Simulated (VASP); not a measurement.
Set up this calculation in VASP 6.6.1, as the native input.

```
Task                   : single point
Functional             : b88 exchange, pbe correlation
Potentials or basis    : VASP PAW PBE potentials, release 64 (Ba_sv, Ti_sv, O)
Cutoff                 : 600 eV
k mesh                 : 7 × 7 × 7
Occupations            : fermi-dirac, width 0.05 eV
Spin                   : no spin polarisation
Dipole correction      : no
Further INCAR settings : ALGO = Normal; EDIFF = 1e-06; NBANDS = 28
```

The structure of BaTiO3 lies in POSCAR:

```
BaTiO3
1.0
    4.0782473671      0.0000000000      0.0000000000
    0.0000000000      4.0782473671      0.0000000000
    0.0000000000      0.0000000000      4.0968043205
Ba Ti O
1 1 3
Direct
    0.0000000000      0.0000000000      0.0000000000
    0.5000000000      0.5000000000      0.4900000000
    0.0000000000      0.5000000000      0.5170000000
    0.5000000000      0.0000000000      0.5170000000
    0.5000000000      0.5000000000      0.0190000000
```

The input as run:

INCAR

```
PREC = Accurate
ENCUT = 600
EDIFF = 1E-6
ISMEAR = -1
SIGMA = 0.05
LREAL = False
LASPH = True
NELM = 120
ALGO = Normal
ISIF = 2
LWAVE = False
LCHARG = False
GGA = LIBXC
LIBXC1 = GGA_X_B88
LIBXC2 = GGA_C_PBE
NBANDS = 28
GGA_COMPAT = False
```

KPOINTS

```
regular mesh
0
Gamma
  7 7 7
```

Potentials or basis: VASP PAW PBE potentials, release 64 (Ba_sv, Ti_sv, O).

Command:

```bash
$ cat potpaw_PBE.64/Ba_sv/POTCAR potpaw_PBE.64/Ti_sv/POTCAR potpaw_PBE.64/O/POTCAR > POTCAR
$ mpirun -np 1 vasp_std > vasp.out
```

Results of the run:

* Pressure: -5.5 GPa
* Largest force: 0.625 eV/Å
* Band gap on the k mesh: 1.74 eV (least direct gap 1.98 eV)

Caveat: the cell stands under tension; the PAW data sets were made with another functional, which shifts forces and pressure a little; spin-orbit coupling is left out, which moves the levels of the heavy elements.

Wall time 71 s on 1 thread of AMD EPYC 9R45 96-Core Processor (Zen 5), on a shared host, peak memory 0.23 GiB.
